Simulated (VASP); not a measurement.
# HfO2 (Fm-3m) in VASP: further runs

Aim: see how the results for HfO2 move with the level of theory and the settings. Levels: PBE+U, PBE. Tasks: relaxation of cell and atoms, single point.

All numbers are computed with VASP 6.6.1; they aren't measurements. Logs are shortened: lines on timing, memory, paths and dates and some standing lists are left out, and cuts for length are marked.

## (1) The cell of the first run

Symmetry: Fm-3m, No. 225, cubic system. Conventional cell: a = 5.115 Å, b = 5.115 Å, c = 5.115 Å, α = 90.00°, β = 90.00°, γ = 90.00°. Within 2.9 Å of Hf (site symmetry m-3m) lie 8 O at 2.21 Å. O (site symmetry -43m) has 4 Hf at 2.21 Å and 6 O at 2.56 Å within 2.9 Å.

## (2) Relaxation of cell and atoms, PBE+U

Contents of INCAR:

```
SYSTEM = HfO2
PREC = Accurate
ENCUT = 600
EDIFF = 1E-6
ISMEAR = -1
SIGMA = 0.05
LREAL = .FALSE.
LASPH = .TRUE.
NELM = 150
ALGO = Normal
ISIF = 3
LWAVE = .FALSE.
LCHARG = .FALSE.
LMAXMIX = 4
LDAU = .TRUE.
LDAUTYPE = 2
LDAUL = 2 -1
LDAUU = 1 0
LDAUJ = 0 0
LDAUPRINT = 1
GGA = PE
IBRION = 2
NSW = 60
EDIFFG = -0.01
```

Contents of KPOINTS:

```
regular mesh
0
G
  9 9 9
  0 0 0
```

Contents of POSCAR:

```
HfO2
1.0
    0.0000000000      2.5575000000      2.5575000000
    2.5575000000      0.0000000000      2.5575000000
    2.5575000000      2.5575000000      0.0000000000
Hf O
1 2
Direct
    0.0000000000      0.0000000000      0.0000000000
    0.7500000000      0.7500000000      0.7500000000
    0.2500000000      0.2500000000      0.2500000000
```

Potentials or basis: VASP PAW PBE potentials, release 64 (Hf_pv, O).

Launch:

```sh
$ cat potpaw_PBE.64/Hf_pv/POTCAR potpaw_PBE.64/O/POTCAR > POTCAR
$ mpirun -np 1 vasp_std > vasp.out
```

OUTCAR:

```text
SYSTEM = HfO2
   PREC = Accurate
   ENCUT = 600
   EDIFF = 1E-6
   ISMEAR = -1
   LREAL = .FALSE.
   LASPH = .TRUE.
   NELM = 150
   ISIF = 3
   GGA = PE
   IBRION = 2
   NSW = 60
   EDIFFG = -0.01

 ion  position               nearest neighbor table
   1  0.000  0.000  0.000-   2 2.21   2 2.21   2 2.21   2 2.21   3 2.21   3 2.21   3 2.21   3 2.21

   2  0.750  0.750  0.750-   1 2.21   1 2.21   1 2.21   1 2.21
   3  0.250  0.250  0.250-   1 2.21   1 2.21   1 2.21   1 2.21

  LATTYP: Found a face centered cubic cell.
 ALAT       =     5.1150000000

  Lattice vectors:

 A1 = (   0.0000000000,   2.5575000000,   2.5575000000)
 A2 = (   2.5575000000,   0.0000000000,   2.5575000000)
 A3 = (   2.5575000000,   2.5575000000,   0.0000000000)

Analysis of symmetry for initial positions (statically):
=====================================================================
 Subroutine PRICEL returns:
 Original cell was already a primitive cell.

 Routine SETGRP: Setting up the symmetry group for a
 face centered cubic supercell.

 Subroutine GETGRP returns: Found 48 space group operations
 (whereof 48 operations were pure point group operations)
 out of a pool of 48 trial point group operations.

The static configuration has the point symmetry O_h .

Analysis of symmetry for dynamics (positions and initial velocities):
=====================================================================
 Subroutine PRICEL returns:
 Original cell was already a primitive cell.

 Routine SETGRP: Setting up the symmetry group for a
 face centered cubic supercell.

 Subroutine GETGRP returns: Found 48 space group operations
 (whereof 48 operations were pure point group operations)
 out of a pool of 48 trial point group operations.

The dynamic configuration has the point symmetry O_h .

 Subroutine INISYM returns: Found 48 space group operations
 (whereof 48 operations are pure point group operations),
 and found     1 'primitive' translations

----------------------------------------------------------------------------------------

                                     Primitive cell

  volume of cell :      33.4562

  direct lattice vectors                    reciprocal lattice vectors
     0.000000000  2.557500000  2.557500000    -0.195503421  0.195503421  0.195503421
     2.557500000  0.000000000  2.557500000     0.195503421 -0.195503421  0.195503421
     2.557500000  2.557500000  0.000000000     0.195503421  0.195503421 -0.195503421

  length of vectors
     3.616851186  3.616851186  3.616851186     0.338621859  0.338621859  0.338621859

  position of ions in fractional coordinates (direct lattice)
     0.000000000  0.000000000  0.000000000
     0.750000000  0.750000000  0.750000000
     0.250000000  0.250000000  0.250000000

  ion indices of the primitive-cell ions
   primitive index   ion index
                 1           1
                 2           2
                 3           3

----------------------------------------------------------------------------------------

 KPOINTS: regular mesh

Automatic generation of k-mesh.
 Grid dimensions read from file:
 generate k-points for:    9    9    9

 Generating k-lattice:

  Cartesian coordinates                     Fractional coordinates (reciprocal lattice)
    -0.021722602  0.021722602  0.021722602     0.111111111  0.000000000  0.000000000
     0.021722602 -0.021722602  0.021722602     0.000000000  0.111111111  0.000000000
     0.021722602  0.021722602 -0.021722602     0.000000000  0.000000000  0.111111111

  Length of vectors
     0.037624651  0.037624651  0.037624651

  Shift w.r.t. Gamma in fractional coordinates (k-lattice)
     0.000000000  0.000000000  0.000000000

 Subroutine IBZKPT returns following result:
 ===========================================

 Found     35 irreducible k-points:

 Following reciprocal coordinates:
            Coordinates               Weight
  0.000000  0.000000  0.000000      1.000000
  0.111111  0.000000  0.000000      8.000000
  0.222222  0.000000  0.000000      8.000000
  0.333333  0.000000  0.000000      8.000000
  0.444444  0.000000  0.000000      8.000000
  0.111111  0.111111  0.000000      6.000000
[... 16 lines left out ...]
 -0.333333  0.333333  0.000000     12.000000
  0.444444  0.444444  0.000000      6.000000
 [... further k-points ...]
   k-points           NKPTS =     35   k-points in BZ     NKDIM =     35   number of bands    NBANDS=     15
   number of dos      NEDOS =    301   number of ions     NIONS =      3
   total plane-waves  NPLWV =  27000
   dimension x,y,z NGX =    30 NGY =   30 NGZ =   30
   dimension x,y,z NGXF=    60 NGYF=   60 NGZF=   60
   ions per type =               1   2
   NGX,Y,Z   is equivalent  to a cutoff of  13.79, 13.79, 13.79 a.u.
   NGXF,Y,Z  is equivalent  to a cutoff of  27.58, 27.58, 27.58 a.u.
 SYSTEM =  HfO2
   PREC   = accura    normal or accurate (medium, high low for compatibility)
   ISTART =      0    job   : 0-new  1-cont  2-samecut
   ICHARG =      2    charge: 1-file 2-atom 10-const
   ISPIN  =      1    spin polarized calculation?
   LNONCOLLINEAR =      F non collinear calculations
   LSORBIT =      F    spin-orbit coupling
   LASPH  =      T    aspherical Exc in radial PAW
   ENCUT  =  600.0 eV  44.10 Ry    6.64 a.u.   7.22  7.22  7.22*2*pi/ulx,y,z
   NELM   =    150;   NELMIN=  2; NELMDL= -5     # of ELM steps
   EDIFF  = 0.1E-05   stopping-criterion for ELM
   LREAL  =      F    real-space projection
   EDIFFG = -.1E-01   stopping-criterion for IOM
   NSW    =     60    number of steps for IOM
   IBRION =      2    ionic relax: 0-MD 1-quasi-New 2-CG
   NFREE  =      1    steps in history (QN), initial steepest desc. (CG)
   ISIF   =      3    stress and relaxation
   ISYM   =      2    0-nonsym 1-usesym 2-fastsym
   POTIM  = 0.5000    time-step for ionic-motion
   TEBEG  =    0.0;   TEEND  =   0.0 temperature during run
   PSTRESS=    0.0 pullay stress
   NELECT =      22.0000    total number of electrons
   NUPDOWN=      -1.0000    fix difference up-down
   EMIN   =  10.00;   EMAX   =-10.00  energy-range for DOS
   EFERMI =   0.00;   METHOD = LEGACY
   ISMEAR =    -1;   SIGMA  =   0.05  broadening in eV -4-tet -1-fermi 0-gaus
   EFERMI_NEDOS =   21; number of points for ismear=-14 and -15
   IALGO  =     38    algorithm
   IMIX   =      4    mixing-type and parameters
     AMIX     =   0.40;   BMIX     =  1.00
     AMIX_MAG =   1.60;   BMIX_MAG =  1.00
  volume/ion in A,a.u.               =      11.15        75.26
  Fermi-wavevector in a.u.,A,eV,Ry     =   1.423607  2.690227 27.574337  2.026657
  Thomas-Fermi vector in A             =   2.544186
   LORBIT       =      0    0 simple, 1 ext, 2 COOP (PROOUT), +10 PAW based schemes
 LDA+U is selected, type is set to LDAUTYPE =  2
   angular momentum for each species LDAUL =     2   -1
   U (eV)           for each species LDAUU =   1.0  0.0
   J (eV)           for each species LDAUJ =   0.0  0.0
   GGA     = PE    functional components
   LHFCALC =     F    Hartree Fock is set to
   AEXX    =    0.0000 exact exchange contribution
   IVDW    =     0    specifies the selected vdW correction
   LEPSILON=     F    determine dielectric tensor
   LRPA    =     F    only Hartree local field effects (RPA)
 conjugate gradient relaxation of ions
 non-spin polarized calculation
  energy-cutoff  :      600.00
  volume of cell :       33.46
 maximum number of plane-waves:      1139
 NGX is ok and might be reduce to    30
   NGX = 15   NGY = 15   NGZ = 15

--------------------------------------- Ionic step        1  -------------------------------------------

 number of electron      21.9999993 magnetization

 Free energy of the ion-electron system (eV)
  ---------------------------------------------------
  ext. energy  EPLUGINS =         0.00000000
  ---------------------------------------------------
  free energy    TOTEN  =       -29.67625398 eV

  energy without entropy =      -29.67625398  energy(sigma->0) =      -29.67625398

------------------------ aborting loop because EDIFF is reached ----------------------------------------

  FORCE on cell =-STRESS in cart. coord.  units (eV):
  Direction    XX          YY          ZZ          XY          YZ          ZX
  --------------------------------------------------------------------------------------
  -------------------------------------------------------------------------------------
  Total       -0.7580244     -0.7580244     -0.7580244      0.0000000     -0.0000000     -0.0000000
  in kB      -36.3008520    -36.3008520    -36.3008520      0.0000000     -0.0000000     -0.0000000
  external PRESSURE =     -36.3008520 kB  Pullay stress =       0.0000000 kB
[... 55 lines left out ...]
  FREE ENERGIE OF THE ION-ELECTRON SYSTEM (eV)
  ---------------------------------------------------
  free  energy   TOTEN  =       -29.6699539604 eV

  energy  without entropy=      -29.6699539604  energy(sigma->0) =      -29.66995396

atom =   1  type =  1  l = 2

 onsite density matrix

spin component  1

  0.1834  0.0000  0.0000  0.0000  0.0000
  0.0000  0.1834  0.0000  0.0000 -0.0000
  0.0000  0.0000  0.0612 -0.0000  0.0000
  0.0000  0.0000 -0.0000  0.1834  0.0000
  0.0000 -0.0000  0.0000  0.0000  0.0612

spin component  2

  0.1834  0.0000  0.0000  0.0000  0.0000
  0.0000  0.1834  0.0000  0.0000 -0.0000
  0.0000  0.0000  0.0612 -0.0000  0.0000
  0.0000  0.0000 -0.0000  0.1834  0.0000
  0.0000 -0.0000  0.0000  0.0000  0.0612

 occupancies and eigenvectors

  o =  0.0612  v =  0.0000  0.0000 -0.9935  0.0000  0.1138  0.0000  0.0000  0.0000  0.0000  0.0000      0.0000  0.0000  0.0000  0.0000  0.0000  0.0000  0.0000  0.0000  0.0000  0.0000
  o =  0.0612  v =  0.0000  0.0000  0.0000  0.0000  0.0000  0.0000  0.0000 -0.9935  0.0000  0.1138      0.0000  0.0000  0.0000  0.0000  0.0000  0.0000  0.0000  0.0000  0.0000  0.0000
  o =  0.0612  v =  0.0000  0.0000  0.1138 -0.0000  0.9935  0.0000  0.0000  0.0000  0.0000  0.0000      0.0000  0.0000  0.0000  0.0000  0.0000  0.0000  0.0000  0.0000  0.0000  0.0000
  o =  0.0612  v =  0.0000  0.0000  0.0000  0.0000  0.0000  0.0000  0.0000  0.1138 -0.0000  0.9935      0.0000  0.0000  0.0000  0.0000  0.0000  0.0000  0.0000  0.0000  0.0000  0.0000
  o =  0.1834  v =  0.0000  0.0000  0.0000  0.0000  0.0000  1.0000  0.0000  0.0000  0.0000  0.0000      0.0000  0.0000  0.0000  0.0000  0.0000  0.0000  0.0000  0.0000  0.0000  0.0000
  o =  0.1834  v =  1.0000  0.0000  0.0000  0.0000  0.0000  0.0000  0.0000  0.0000  0.0000  0.0000      0.0000  0.0000  0.0000  0.0000  0.0000  0.0000  0.0000  0.0000  0.0000  0.0000
  o =  0.1834  v =  0.0000  0.0000  0.0000  0.0000  0.0000  0.0000 -0.9999 -0.0000  0.0169 -0.0000      0.0000  0.0000  0.0000  0.0000  0.0000  0.0000  0.0000  0.0000  0.0000  0.0000
  o =  0.1834  v =  0.0000 -0.9999 -0.0000  0.0169 -0.0000  0.0000  0.0000  0.0000  0.0000  0.0000      0.0000  0.0000  0.0000  0.0000  0.0000  0.0000  0.0000  0.0000  0.0000  0.0000
  o =  0.1834  v =  0.0000 -0.0169 -0.0000 -0.9999 -0.0000  0.0000  0.0000  0.0000  0.0000  0.0000      0.0000  0.0000  0.0000  0.0000  0.0000  0.0000  0.0000  0.0000  0.0000  0.0000
  o =  0.1834  v =  0.0000  0.0000  0.0000  0.0000  0.0000  0.0000 -0.0169 -0.0000 -0.9999 -0.0000      0.0000  0.0000  0.0000  0.0000  0.0000  0.0000  0.0000  0.0000  0.0000  0.0000

--------------------------------------- Ionic step        3  -------------------------------------------

 number of electron      21.9999995 magnetization

 Free energy of the ion-electron system (eV)
  ---------------------------------------------------
  ext. energy  EPLUGINS =         0.00000000
  ---------------------------------------------------
  free energy    TOTEN  =       -29.68205404 eV

  energy without entropy =      -29.68205404  energy(sigma->0) =      -29.68205404

 E-fermi :   5.1850     XC(G=0): -11.7772

 val. band max:        4.1984779696   @ k =  -0.4444   0.4444   0.0000
 cond. band min:       8.2052287649   @ k =   0.4444   0.4444   0.0000
 fundamental gap:      4.0067507953
 Fermi energy:         5.1849731271

 k-point     1 :       0.0000    0.0000    0.0000
  band No.  band energies     occupation
      1     -25.6587      2.00000
      2     -25.6587      2.00000
      3     -25.6587      2.00000
      4     -14.4252      2.00000
      5     -11.4356      2.00000
      6      -0.9742      2.00000
      7      -0.9742      2.00000
      8      -0.9742      2.00000
      9       3.6423      2.00000
     10       3.6423      2.00000
     11       3.6423      2.00000
     12       8.3346      0.00000
     13       8.3346      0.00000
     14       9.9429      0.00000
     15      14.6442      0.00000
[... 397 lines left out ...]
 k-point    24 :       0.4444    0.4444    0.0000
  band No.  band energies     occupation
      1     -26.0724      2.00000
      2     -25.7707      2.00000
      3     -25.7707      2.00000
      4     -12.6403      2.00000
      5     -12.4022      2.00000
      6      -2.0038      2.00000
      7       0.6844      2.00000
      8       0.6844      2.00000
      9       2.8784      2.00000
     10       2.8784      2.00000
     11       4.0111      2.00000
     12       8.2052      0.00000
     13       9.8920      0.00000
     14      11.1191      0.00000
     15      12.4526      0.00000

 [... further k-points ...]

------------------------ aborting loop because EDIFF is reached ----------------------------------------

  FORCE on cell =-STRESS in cart. coord.  units (eV):
  Direction    XX          YY          ZZ          XY          YZ          ZX
  --------------------------------------------------------------------------------------
  -------------------------------------------------------------------------------------
  Total       -0.0033598     -0.0033598     -0.0033598      0.0000000     -0.0000000      0.0000000
  in kB       -0.1633352     -0.1633352     -0.1633352      0.0000000     -0.0000000      0.0000000
  external PRESSURE =      -0.1633352 kB  Pullay stress =       0.0000000 kB
[... 18 lines left out ...]
  FREE ENERGIE OF THE ION-ELECTRON SYSTEM (eV)
  ---------------------------------------------------
  free  energy   TOTEN  =       -29.6820540418 eV

  energy  without entropy=      -29.6820540417  energy(sigma->0) =      -29.68205404

 reached required accuracy - stopping structural energy minimisation
```

Run time: 81 s. Hardware: 1 thread of Intel Xeon 8259CL, shared host; peak memory 0.19 GiB.

What came out:

```
Free energy                           : -29.6821 eV
Relaxed volume                        : 10.99 Å³/atom
Relaxed cell                          : a = 3.599 Å, b = 3.599 Å, c = 3.599 Å, α = 60.00°, β = 60.00°, γ = 60.00°
Space group after relaxing (to 0.1 Å) : Fm-3m (No. 225)
Energy gained by relaxing             : 1.9 meV/atom
Ionic steps                           : 3
Pressure after relaxing               : 0.0 GPa
Band gap on the k mesh                : 4.01 eV (least direct gap 4.12 eV)
```

The path:
| step | energy change (eV) | largest force (eV/Å) | pressure (GPa) | volume (Å³) |
| --- | --- | --- | --- | --- |
| 1 | 0.0000 | 0.0000 | -3.63 | 33.46 |
| 2 | 0.0063 | 0.0000 | 5.55 | 32.25 |
| 3 | -0.0058 | 0.0000 | -0.02 | 32.96 |

Final structure:
```xyz
3
Lattice="0.0000 2.5447 2.5447 2.5447 0.0000 2.5447 2.5447 2.5447 0.0000" Properties=species:S:1:pos:R:3 pbc="T T T"
Hf    0.0000    0.0000    0.0000
O     3.8171    3.8171    3.8171
O     1.2724    1.2724    1.2724
```

Eigenvalues of the final occupation matrices:
```tsv
site	spin	trace	eigenvalues
site 1 d	1	0.67	0.06 0.06 0.18 0.18 0.18
site 1 d	2	0.67	0.06 0.06 0.18 0.18 0.18
```

Caveat: spin-orbit coupling is left out, which moves the levels of the heavy elements; an odd mesh through Γ misses points on the zone boundary, where band edges can lie.

## (3) Relaxation of cell and atoms, PBE+U

Contents of INCAR:

```
ALGO = Normal
EDIFF = 1E-6
EDIFFG = -0.01
ENCUT = 600
GGA = PE
IBRION = 2
ISIF = 3
ISMEAR = -1
LASPH = T
LCHARG = F
LDAU = T
LDAUJ = 0 0
LDAUL = 2 -1
LDAUPRINT = 1
LDAUTYPE = 2
LDAUU = 2 0
LMAXMIX = 4
LREAL = F
LWAVE = F
NELM = 150
NSW = 60
PREC = Accurate
SIGMA = 0.05
```

Contents of KPOINTS:

```
k-points
0
Gamma
  9 9 9
```

POSCAR is that of step 2.

Potentials or basis: VASP PAW PBE potentials, release 64 (Hf_pv, O).

Launch:

```sh
$ cat potpaw_PBE.64/Hf_pv/POTCAR potpaw_PBE.64/O/POTCAR > POTCAR
$ mpirun -np 1 vasp_std > vasp.out
```

It took 76 s on 1 thread of Intel Xeon 8259CL, shared host; peak memory 0.18 GiB.

It converged, with:

```yaml
Free_energy: -29.1274 eV
Relaxed_volume: 11.11 Å³/atom
Relaxed_cell: a = 3.612 Å, b = 3.612 Å, c = 3.612 Å, α = 60.00°, β = 60.00°, γ = 60.00°
Space_group_after_relaxing_to_0.1_Å: Fm-3m (No. 225)
Energy_gained_by_relaxing: 0.1 meV/atom
Ionic_steps: 3
Pressure_after_relaxing: 0.0 GPa
Band_gap_on_the_k_mesh: 4.10 eV (least direct gap 4.22 eV)
```

The path:
```
step  energy change (eV)  largest force (eV/Å)  pressure (GPa)  volume (Å³)
   1              0.0000                0.0000           -1.00        33.46
   2              0.0005                0.0000            1.47        33.12
   3             -0.0004                0.0000            0.04        33.32
```

Final structure:
```cif
data_structure
_symmetry_space_group_name_H-M 'P 1'
_symmetry_Int_Tables_number 1
_cell_length_a 3.6118
_cell_length_b 3.6118
_cell_length_c 3.6118
_cell_angle_alpha 60.000
_cell_angle_beta 60.000
_cell_angle_gamma 60.000
_cell_volume 33.32
loop_
_atom_site_label
_atom_site_type_symbol
_atom_site_fract_x
_atom_site_fract_y
_atom_site_fract_z
_atom_site_occupancy
Hf1 Hf 0.00000 0.00000 0.00000 1
O1 O 0.75000 0.75000 0.75000 1
O2 O 0.25000 0.25000 0.25000 1
```

Levels at points of the mesh, in eV from the valence-band top:
```
           k point  band 7  band 8  band 9  band 10  band 11  band 12  band 13  band 14  band 15
(0.00, 0.00, 0.00)   -5.06   -5.06   -0.56    -0.56    -0.56     4.34     4.34     5.60    10.44
```

Eigenvalues of the final occupation matrices:
```tsv
site	spin	trace	eigenvalues
site 1 d	1	0.65	0.06 0.06 0.18 0.18 0.18
site 1 d	2	0.65	0.06 0.06 0.18 0.18 0.18
```

Caveat: spin-orbit coupling is left out, which moves the levels of the heavy elements; an odd mesh through Γ misses points on the zone boundary, where band edges can lie.

## (4) Single point, PBE

Contents of INCAR:

```
SYSTEM = HfO2
  ALGO = Normal
  EDIFF = 1E-6
  ENCUT = 520
  GGA = PE
  ISIF = 2
  ISMEAR = -1
  LASPH = .True.
  LCHARG = .False.
  LREAL = .False.
  LWAVE = .False.
  NBANDS = 18
  NELM = 80
  PREC = Accurate
  SIGMA = 0.05
```

Contents of KPOINTS:

```
k-points
0
Gamma
  8 8 8
  0 0 0
```

POSCAR is that of step 3.

Launch:

```sh
$ cat potpaw_PBE.64/Hf_pv/POTCAR potpaw_PBE.64/O/POTCAR > POTCAR
$ mpirun -np 1 vasp_std > vasp.out
```

Wall time 42 s (1 thread of Intel Xeon 8259CL, shared host); peak memory 0.16 GiB.

Results (log left out):

```yaml
Free_energy: -30.2336 eV
Pressure: -6.0 GPa
Band_gap_on_the_k_mesh: 3.73 eV
```

Levels at points of the mesh, in eV from the valence-band top:
| k point | band 8 | band 9 | band 10 | band 11 | band 12 | band 13 | band 14 | band 15 |
| --- | --- | --- | --- | --- | --- | --- | --- | --- |
| (0.00, 0.00, 0.00) | -5.18 | -0.59 | -0.59 | -0.59 | 3.82 | 3.82 | 5.62 | 10.09 |
| (0.50, 0.00, 0.00) | -3.00 | -2.67 | -1.80 | -1.80 | 4.51 | 4.51 | 6.74 | 8.98 |
| (0.50, 0.50, 0.00) | -3.40 | -1.48 | -1.48 | 0.00 | 3.73 | 5.36 | 6.39 | 7.93 |

Caveat: the cell stands under tension; spin-orbit coupling is left out, which moves the levels of the heavy elements.

## (5) The runs side by side

```csv
task,level,U,cell,k mesh,cutoff (eV),gap on the mesh (eV),pressure (GPa),relaxed volume (Å³/atom)
relaxation of cell and atoms,PBE+U,Hf d U = 1.0 eV,relaxed,9 × 9 × 9,600,4.01,0.0,10.99
relaxation of cell and atoms,PBE+U,Hf d U = 2.0 eV,relaxed,9 × 9 × 9,600,4.10,0.0,11.11
single point,PBE,-,as given,8 × 8 × 8,520,3.73,-6.0,-
```

Alike in all rows: potentials or basis VASP PAW PBE potentials, release 64 (Hf_pv, O); no spin polarisation; smearing fermi-dirac 0.05 eV.

Caveats: spin-orbit coupling is left out, which moves the levels of the heavy elements; an odd mesh through Γ misses points on the zone boundary, where band edges can lie (at least some runs); the cell stands under tension (at least some runs).

Absolute energies hang on the potentials; compare differences alone.
